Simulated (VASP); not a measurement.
A run of VASP 6.6.1:

Contents of INCAR:

```
SYSTEM = SiC
  PREC = Accurate
  ENCUT = 520
  EDIFF = 1E-8
  ISMEAR = 0
  SIGMA = 0.01
  LREAL = .FALSE.
  LASPH = .TRUE.
  NELM = 60
  ALGO = Normal
  ISIF = 2
  LWAVE = .FALSE.
  LCHARG = .TRUE.
  METAGGA = R2SCAN
  LMIXTAU = .TRUE.
  NBANDS = 11
  IBRION = 6
  NFREE = 2
  POTIM = 0.015
  NSW = 1
```

KPOINTS

```
Automatic mesh
0
G
  8 8 8
  0 0 0
```

The input POSCAR:

```
SiC
1.0
    0.0000000000      2.1781709299      2.1781709299
    2.1781709299      0.0000000000      2.1781709299
    2.1781709299      2.1781709299      0.0000000000
Si C
1 1
Direct
    0.0000000000      0.0000000000      0.0000000000
    0.7500000000      0.7500000000      0.7500000000
```

Potentials or basis: VASP PAW PBE potentials, release 64 (Si, C).

The run is started by

```bash
$ cat potpaw_PBE.64/Si/POTCAR potpaw_PBE.64/C/POTCAR > POTCAR
$ mpirun -np 1 vasp_std > vasp.out
```

Hardware: 1 thread of Intel Xeon 8259CL, on a shared host.

Estimate the wall time of this run.

Wall time 5.4 min on 1 thread of Intel Xeon 8259CL, on a shared host, peak memory 0.17 GiB. Counts: scf iterations 76, k points 29.
